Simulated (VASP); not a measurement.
A run of VASP 6.6.1:

INCAR

```
PREC = Accurate ; ENCUT = 520
EDIFF = 1E-6 ; ISMEAR = 0
SIGMA = 0.05 ; LREAL = False
LASPH = True ; NELM = 100
ALGO = Normal ; ISIF = 2
LWAVE = False ; LCHARG = True
LELF = True ; LVHAR = True
NBANDS = 26
```

KPOINTS

```
regular mesh
0
Gamma
  8 6 4
```

The input POSCAR:

```
AlN
1.0
   -1.6378403119      2.8368226349      0.0000000000
    0.0000000000      0.0000000000      4.1006264518
    4.9135209358      2.8368226349      0.0000000000
Al N
4 4
Direct
    0.5794221049      0.7500000000      0.2183771872
    1.0000000000      0.7500000000      0.6666666667
    0.0000000000      0.2500000000      0.3333333333
    0.5000000000      0.2500000000      0.8333333333
    0.5000000000      0.2500000000      0.1666666667
    1.0000000000      0.2500000000      0.6666666667
    0.0000000000      0.7500000000      0.3333333333
    0.5000000000      0.7500000000      0.8333333333
```

Potentials or basis: VASP PAW LDA potentials, release 64 (Al, N).

Launch:

```bash
$ cat potpaw_LDA.64/Al/POTCAR potpaw_LDA.64/N/POTCAR > POTCAR
$ mpirun -np 1 vasp_std > vasp.out
```

Hardware: 1 thread of Intel Xeon 8259CL, with other jobs on the host.

**Question.** How long does it take, and how much memory?

**Answer.** It took 2.8 min on 1 thread of Intel Xeon 8259CL, with other jobs on the host, peak memory 0.22 GiB. Counts: scf iterations 14, k points 72.
